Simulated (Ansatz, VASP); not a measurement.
## One calculation of Si2Mo, two programs

The input INCAR:

```
SYSTEM = Si2Mo
ALGO = Normal
EDIFF = 1E-6
EDIFFG = -0.01
ENCUT = 600
IBRION = 2
ISIF = 3
ISMEAR = -1
LASPH = .TRUE.
LCHARG = .FALSE.
LREAL = .FALSE.
LWAVE = .FALSE.
NELM = 80
NSW = 60
PREC = Accurate
SIGMA = 0.05
```

File KPOINTS:

```
k-points
0
G
  5 5 3
  0 0 0
```

The input POSCAR:

```
Si2Mo
1.0
    4.5854715599      0.0000000000      0.0000000000
   -2.2927357800      3.9711348592      0.0000000000
    0.0000000000      0.0000000000      6.5797601000
Mo Si
3 6
Direct
    0.5000000000      0.5000000000      0.8333333333
    0.0000000000      0.5000000000      0.1666666667
    0.5000000000      0.0000000000      0.5000000000
    0.1638729800      0.3277459600      0.5000000000
    0.6722540400      0.8361270200      0.1666666667
    0.8361270200      0.1638729800      0.8333333333
    0.8361270200      0.6722540400      0.5000000000
    0.3277459600      0.1638729800      0.1666666667
    0.1638729800      0.8361270200      0.8333333333
```

The input input.yaml:

```yaml
crystal:
  lattice:
    - [4.5854715599, 0.0, 0.0]
    - [-2.29273578, 3.9711348592, 0.0]
    - [0.0, 0.0, 6.5797601]
  atoms:
    - { symbol: Mo, position: [0.5, 0.5, 0.8333333333] }
    - { symbol: Mo, position: [0.0, 0.5, 0.1666666667] }
    - { symbol: Mo, position: [0.5, 0.0, 0.5] }
    - { symbol: Si, position: [0.16387298, 0.32774596, 0.5] }
    - { symbol: Si, position: [0.67225404, 0.83612702, 0.1666666667] }
    - { symbol: Si, position: [0.83612702, 0.16387298, 0.8333333333] }
    - { symbol: Si, position: [0.83612702, 0.67225404, 0.5] }
    - { symbol: Si, position: [0.32774596, 0.16387298, 0.1666666667] }
    - { symbol: Si, position: [0.16387298, 0.83612702, 0.8333333333] }
hamiltonian:
  xc: lda
  pseudopotentials: { kind: paw }
kpoints:
  mp_grid: { grid: [5, 5, 3] }
scf:
  occupations: { method: fermi_dirac, width: 0.05 }
output:
  forces: true
  stress: true
  eigenvalues: true
  write_density: true
  write_potential: true
  elf: true
  volumetric_format: npy
relax:
  f_tol: 0.01
  max_steps: 40
  cell: { stress_tol: 0.05 }
```

Alike in both runs: task relaxation of cell and atoms; functional LDA; k mesh 5 × 5 × 3; occupations fermi-dirac, width 0.05 eV; no spin polarisation.

|  | VASP | Ansatz |
| --- | --- | --- |
| version | VASP 6.6.1 | Ansatz 0.2.0 |
| potentials or method | VASP PAW LDA potentials, release 64 (Mo_sv, Si) | Ansatz PAW |
| plane-wave cutoff (eV) | 600 | 420 |
| valence electrons in the cell | 66 | 66 |

Ansatz gave:

| Quantity | Value |
| --- | --- |
| gap on the k mesh at the Fermi level, each at its own relaxed structure (eV) | 0.62 |
| relaxed volume (Å³/atom) | 13.01 |
| relaxed cell length with the largest relative difference (Å) | 4.551 |

Task: Which values does VASP return?

Result: gap on the k mesh at the Fermi level, each at its own relaxed structure (eV): 0.61; relaxed volume (Å³/atom): 13.05; relaxed cell length with the largest relative difference (Å): 4.555.

LDA's correlation is that of Perdew and Zunger in VASP and of Perdew and Wang (1992) in Ansatz.

Noted on Ansatz's run: odd divisions of the mesh miss points on the zone boundary, where band edges often lie, so the gap on the mesh can be too wide; the plane-wave basis is chosen anew once the cell has moved, so the energies of steps on either side of that aren't comparable.
